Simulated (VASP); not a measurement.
A run of VASP 6.6.1 is set up as follows.

Contents of INCAR:

```
SYSTEM = Si3S2
PREC = Accurate ; ENCUT = 600
EDIFF = 1E-6 ; ISMEAR = 0
SIGMA = 0.1 ; LREAL = .FALSE.
LASPH = .TRUE. ; NELM = 80
ALGO = Normal ; ISIF = 3
LWAVE = .FALSE. ; LCHARG = .FALSE.
GGA = PE ; IBRION = 2
NSW = 90 ; EDIFFG = -0.04
```

File KPOINTS:

```
regular mesh
0
G
  4 4 4
  0 0 0
```

Contents of POSCAR:

```
Si3S2
1.0
   -3.6629120700      3.6629120700      3.6629120700
    3.6629120700     -3.6629120700      3.6629120700
    3.6629120700      3.6629120700     -3.6629120700
Si S
6 4
Direct
    0.0000000000      0.2318336200      0.2318336200
    0.0000000000      0.7681663800      0.7681663800
    0.2318336200      0.0000000000      0.2318336200
    0.7681663800      0.0000000000      0.7681663800
    0.2318336200      0.2318336200      0.0000000000
    0.7681663800      0.7681663800      0.0000000000
    0.0000000000      0.0000000000      0.0000000000
    0.0000000000      0.5000000000      0.5000000000
    0.5000000000      0.0000000000      0.5000000000
    0.5000000000      0.5000000000      0.0000000000
```

Potentials or basis: VASP PAW PBE potentials, release 64 (Si, S).

Run with:

```sh
$ cat potpaw_PBE.64/Si/POTCAR potpaw_PBE.64/S/POTCAR > POTCAR
$ mpirun -np 1 vasp_std > vasp.out
```

Question: What does it give for the relaxed cell?

Answer: a = 7.736 Å, b = 7.736 Å, c = 7.736 Å, α = 109.47°, β = 109.47°, γ = 109.47°.

Question: What does it give for the space group after relaxing (to 0.1 Å)?

Answer: Im-3m (No. 229).

Question: What does it give for the relaxed volume?

Answer: 35.64 Å³/atom.

Question: What does it give for the band gap on the k mesh?

Answer: Zero (bands 24 and 25 overlap by 1.47 eV).

Forces on the atoms (eV/Å):
```
Si   0.037  0.000  0.000
Si  -0.037  0.000  0.000
Si   0.000  0.037  0.000
Si   0.000 -0.037  0.000
Si   0.000  0.000  0.037
Si   0.000  0.000 -0.037
S    0.000  0.000  0.000
S    0.000  0.000  0.000
S    0.000  0.000  0.000
S    0.000  0.000  0.000
```

Caveat: the volume moved by over 15 % at a fixed basis, so the end points are rough.
